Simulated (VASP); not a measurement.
A run of VASP 6.6.1 is set up as follows.

Contents of INCAR:

```
SYSTEM = Si13P2Pt3Au2
PREC = Accurate ; ENCUT = 400
EDIFF = 1E-6 ; ISMEAR = -1
SIGMA = 0.2025 ; LREAL = Auto
LASPH = .TRUE. ; NELM = 120
ALGO = Normal ; ISIF = 2
LWAVE = .FALSE. ; LCHARG = .TRUE.
GGA = PE ; LELF = .TRUE.
LVHAR = .TRUE. ; ISYM = -1
NBANDS = 73 ; GGA_COMPAT = .FALSE.
```

The input KPOINTS:

```
explicit points
1
Reciprocal
  0.25000000   0.25000000   0.25000000 1
```

The input POSCAR:

```
Si13P2Pt3Au2
1.0
    6.4794480000     -0.0023350000     -0.0331270000
   -0.0023350000      6.7843160000      0.1466780000
   -0.0331270000      0.1466780000      7.1568870000
Si Pt P Au
13 3 2 2
Direct
    0.2837225533      0.4200041993      0.8558221614
   -0.0170434716      0.4777862134      0.0976871194
    0.6076306232     -0.0882336542      0.2719549597
    0.9078876047      0.0147490737      0.4390402179
    0.9487986526      0.4306248039      0.7530420234
   -0.0590428133      0.1169653174      0.1269069709
    0.1612103558      0.7365840620      0.8967969927
    0.3343821401      0.8654999818      0.5773763468
    0.4935113940      0.2653767684      0.2780136976
    0.7031556861      0.2519893767      0.5728351084
    1.0217911827      0.0887171434      0.8213143540
    0.5513395125      0.5565212675      0.1219012956
    0.6313455336      1.3184897401      0.9228388188
    0.3570351192      0.2354092633      0.5714616065
    0.3359994467      0.0651611918      1.0336822337
    0.8554944729      0.8089855914      1.0694288700
    0.5993763317      0.9976659159      0.7694999095
   -0.1870990084      0.7465668776      0.5968687272
    0.2511222519      0.7338642272      0.2991215580
    0.9851023473      0.4520064404      0.4091526225
```

Potentials or basis: VASP PAW PBE potentials, release 64 (Si, Pt, P, Au).

Run with:

```sh
$ cat potpaw_PBE.64/Si/POTCAR potpaw_PBE.64/Pt/POTCAR potpaw_PBE.64/P/POTCAR potpaw_PBE.64/Au/POTCAR > POTCAR
$ mpirun -np 1 vasp_std > vasp.out
```

(1) What does it give for the pressure?

(2) Estimate the largest force.

## Answers

(1) 13.9 GPa.

(2) 3.721 eV/Å.

Caveat: the atoms stand as in a frame of molecular dynamics.
